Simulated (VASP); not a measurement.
ZrO5, 6 atoms in the cell. The structure is hexagonal, space group P6/mmm (No. 191). The conventional cell has a = 4.465 Å, b = 4.465 Å, c = 3.655 Å, α = 90.00°, β = 90.00°, γ = 120.00°. Within 3.4 Å of Zr (site symmetry 6/mmm) lie 18 O at 2.58 to 2.89 Å. O (site symmetry mmm) has 8 O at 2.23 to 2.24 Å and 4 Zr at 2.89 Å within 3.0 Å. O (site symmetry -6m2) has 9 O at 2.24 to 2.58 Å and 3 Zr at 2.58 Å within 3.0 Å. The cell was generated, and may not be a known phase.

- Program: VASP 6.6.1
- Task: single point
- Functional: PBE
- Potentials or basis: VASP PAW PBE potentials, release 64 (Zr_sv, O)
- Cutoff: 520 eV
- k mesh: 6 × 6 × 6
- Occupations: gaussian, width 0.1 eV
- Spin: no spin polarisation
- Dipole correction: no
- Further INCAR settings: ALGO = Normal; EDIFF = 1e-07; NBANDS = 30

Potentials or basis: VASP PAW PBE potentials, release 64 (Zr_sv, O).

Launch:

```bash
$ cat potpaw_PBE.64/Zr_sv/POTCAR potpaw_PBE.64/O/POTCAR > POTCAR
$ mpirun -np 1 vasp_std > vasp.out
```

Hardware: 1 thread of Intel Xeon 8259CL, with other jobs on the host.

Question: Estimate the wall time of this run.

Answer: Run time: 92 s on 1 thread of Intel Xeon 8259CL (shared host), peak memory 0.2 GiB. Counts: scf iterations 18, k points 28.
